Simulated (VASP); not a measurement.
# BAs (F-43m) in VASP: further runs, part 2 of 2

VASP 6.6.1. Earlier steps stand in the parts before.

## 3. Single point, LDA (13.35 Å³/atom)

This run uses another cell than the first one, of 13.35 Å³/atom.

File INCAR:

```
PREC = Accurate
ENCUT = 520
EDIFF = 1E-6
ISMEAR = -1
SIGMA = 0.03
LREAL = F
LASPH = T
NELM = 60
ALGO = Normal
ISIF = 2
LWAVE = F
LCHARG = T
GGA = CA
LELF = T
LVHAR = T
NBANDS = 11
```

File KPOINTS:

```
Automatic mesh
0
Gamma
  15 15 15
```

File POSCAR:

```
BAs
1.0
    0.0000000000      2.3724693156      2.3724693156
    2.3724693156      0.0000000000      2.3724693156
    2.3724693156      2.3724693156      0.0000000000
B As
1 1
Direct
    0.0000000000      0.0000000000      0.0000000000
    0.7500000000      0.7500000000      0.7500000000
```

Potentials or basis: VASP PAW LDA potentials, release 64 (B, As).

Command:

```bash
cat potpaw_LDA.64/B/POTCAR potpaw_LDA.64/As/POTCAR > POTCAR
mpirun -np 1 vasp_std > vasp.out
```

Run time: 55 s. Hardware: 1 thread of Intel Xeon 8259CL, shared host; peak memory 0.17 GiB.

Results (log left out):

```
Free energy            : -12.9269 eV
Pressure               : -0.2 GPa
Band gap on the k mesh : 1.10 eV (least direct gap 3.28 eV)
```

Levels at points of the mesh, in eV from the valence-band top:
```tsv
k point	band 1	band 2	band 3	band 4	band 5	band 6	band 7	band 8
(0.00, 0.00, 0.00)	-15.56	0.00	0.00	0.00	3.28	3.28	3.28	4.95
```

Caveat: an odd mesh through Γ misses points on the zone boundary, where band edges can lie.

## 4. Single point, LDA (13.08 Å³/atom)

This run uses another cell than the first one, of 13.08 Å³/atom.

File INCAR:

```
PREC = Accurate
ENCUT = 520
EDIFF = 1E-6
ISMEAR = -1
SIGMA = 0.03
LREAL = False
LASPH = True
NELM = 100
ALGO = Normal
ISIF = 2
LWAVE = False
LCHARG = False
NBANDS = 11
```

KPOINTS is that of step 3.

File POSCAR:

```
BAs
1.0
    0.0000000000      2.3562190158      2.3562190158
    2.3562190158      0.0000000000      2.3562190158
    2.3562190158      2.3562190158      0.0000000000
B As
1 1
Direct
    0.0000000000      0.0000000000      0.0000000000
    0.7500000000      0.7500000000      0.7500000000
```

Command:

```bash
cat potpaw_LDA.64/B/POTCAR potpaw_LDA.64/As/POTCAR > POTCAR
mpirun -np 1 vasp_std > vasp.out
```

It took 54 s on 1 thread of Intel Xeon 8259CL, shared host; peak memory 0.16 GiB.

The run converged. Its results:

```
Free energy            : -12.9223 eV
Pressure               : 2.9 GPa
Band gap on the k mesh : 1.09 eV (least direct gap 3.30 eV)
```

Levels at points of the mesh, in eV from the valence-band top:
```tsv
k point	band 2	band 3	band 4	band 5	band 6	band 7
(0.00, 0.00, 0.00)	0.00	0.00	0.00	3.30	3.30	3.30
```

Caveat: an odd mesh through Γ misses points on the zone boundary, where band edges can lie.

## 5. Single point, LDA (13.08 Å³/atom)

This run uses another cell than the first one, of 13.08 Å³/atom.

File INCAR:

```
  PREC = Accurate
  ENCUT = 520
  EDIFF = 1E-7
  ISMEAR = -1
  SIGMA = 0.03
  LREAL = False
  LASPH = True
  NELM = 80
  ALGO = Normal
  ISIF = 2
  LWAVE = False
  LCHARG = True
  GGA = CA
  LELF = True
  LVHAR = True
  NBANDS = 11
```

KPOINTS is that of step 4.

POSCAR is that of step 4.

Command:

```bash
cat potpaw_LDA.64/B/POTCAR potpaw_LDA.64/As/POTCAR > POTCAR
mpirun -np 1 vasp_std > vasp.out
```

Run time: 63 s. Hardware: 1 thread of Intel Xeon 8259CL, shared host; peak memory 0.17 GiB.

Results (log left out):

```yaml
Free_energy: -12.9223 eV
Pressure: 2.9 GPa
Band_gap_on_the_k_mesh: 1.09 eV (least direct gap 3.30 eV)
```

Levels at points of the mesh, in eV from the valence-band top:
| k point | band 1 | band 2 | band 3 | band 4 | band 5 | band 6 | band 7 | band 8 | band 9 |
| --- | --- | --- | --- | --- | --- | --- | --- | --- | --- |
| (0.00, 0.00, 0.00) | -15.75 | 0.00 | 0.00 | 0.00 | 3.30 | 3.30 | 3.30 | 5.22 | 9.57 |

Caveat: an odd mesh through Γ misses points on the zone boundary, where band edges can lie.

## 6. Single point, LDA (13.49 Å³/atom)

This run uses another cell than the first one, of 13.49 Å³/atom.

File INCAR:

```
ALGO = Normal ; EDIFF = 1E-6
ENCUT = 520 ; ISIF = 2
ISMEAR = -1 ; LASPH = True
LCHARG = False ; LREAL = False
LWAVE = False ; NBANDS = 11
NELM = 80 ; PREC = Accurate
SIGMA = 0.03
```

File KPOINTS:

```
k-points
0
Gamma
  15 15 15
```

File POSCAR:

```
BAs
1.0
    0.0000000000      2.3805116460      2.3805116460
    2.3805116460      0.0000000000      2.3805116460
    2.3805116460      2.3805116460      0.0000000000
B As
1 1
Direct
    0.0000000000      0.0000000000      0.0000000000
    0.7500000000      0.7500000000      0.7500000000
```

Potentials or basis: VASP PAW LDA potentials, release 64 (B, As).

Command:

```bash
cat potpaw_LDA.64/B/POTCAR potpaw_LDA.64/As/POTCAR > POTCAR
mpirun -np 1 vasp_std > vasp.out
```

OUTCAR:

```text
EDIFF = 1E-6
   ENCUT = 520
   ISIF = 2
   ISMEAR = -1
   LASPH = True
   LREAL = False
   NELM = 80
   PREC = Accurate

 ion  position               nearest neighbor table
   1  0.000  0.000  0.000-   2 2.06   2 2.06   2 2.06   2 2.06
   2  0.750  0.750  0.750-   1 2.06   1 2.06   1 2.06   1 2.06

  LATTYP: Found a face centered cubic cell.
 ALAT       =     4.7610232920

  Lattice vectors:

 A1 = (   0.0000000000,   2.3805116460,   2.3805116460)
 A2 = (   2.3805116460,   0.0000000000,   2.3805116460)
 A3 = (   2.3805116460,   2.3805116460,   0.0000000000)

[... 520 lines left out ...]

  FORCE on cell =-STRESS in cart. coord.  units (eV):
  Direction    XX          YY          ZZ          XY          YZ          ZX
  --------------------------------------------------------------------------------------
  -------------------------------------------------------------------------------------
  Total       -0.2867414     -0.2867414     -0.2867414      0.0000000     -0.0000000     -0.0000000
  in kB      -17.0278570    -17.0278570    -17.0278570      0.0000000     -0.0000000     -0.0000000
  external PRESSURE =     -17.0278570 kB  Pullay stress =       0.0000000 kB

 VOLUME and BASIS-vectors are now :
 -----------------------------------------------------------------------------
  energy-cutoff  :      520.00
  volume of cell :       26.98
      direct lattice vectors                 reciprocal lattice vectors
     0.000000000  2.380511646  2.380511646    -0.210038880  0.210038880  0.210038880
     2.380511646  0.000000000  2.380511646     0.210038880 -0.210038880  0.210038880
     2.380511646  2.380511646  0.000000000     0.210038880  0.210038880 -0.210038880

 POSITION                                       TOTAL-FORCE (eV/Angst)
 -----------------------------------------------------------------------------------
      0.00000      0.00000      0.00000         0.000000      0.000000     -0.000000
      3.57077      3.57077      3.57077        -0.000000     -0.000000      0.000000
 -----------------------------------------------------------------------------------
    total drift:                                0.000000      0.000000      0.000000

  FREE ENERGIE OF THE ION-ELECTRON SYSTEM (eV)
  ---------------------------------------------------
  free  energy   TOTEN  =       -12.9252878055 eV

  energy  without entropy=      -12.9252878055  energy(sigma->0) =      -12.92528781
```

Wall time 56 s (1 thread of Intel Xeon 8259CL, shared host); peak memory 0.17 GiB.

What came out:

```
Free energy            : -12.9253 eV
Pressure               : -1.7 GPa
Band gap on the k mesh : 1.11 eV (least direct gap 3.26 eV)
```

Caveat: an odd mesh through Γ misses points on the zone boundary, where band edges can lie.

## 7. Summary

| cell | gap on the mesh (eV) | pressure (GPa) |
| --- | --- | --- |
| a = 3.309 Å, angles 60.0°, 2 atoms | 1.07 | 6.4 |
| a = 3.355 Å, angles 60.0°, 2 atoms | 1.10 | -0.2 |
| a = 3.332 Å, angles 60.0°, 2 atoms | 1.09 | 2.9 |
| a = 3.367 Å, angles 60.0°, 2 atoms | 1.11 | -1.7 |

Alike in all rows: task single point; level LDA; potentials or basis VASP PAW LDA potentials, release 64 (B, As); no spin polarisation; k mesh 15 × 15 × 15; cutoff (eV) 520; smearing fermi-dirac 0.03 eV.

Caveats: an odd mesh through Γ misses points on the zone boundary, where band edges can lie; the cell stands under pressure (at least some runs).

Absolute energies hang on the potentials; compare differences alone.
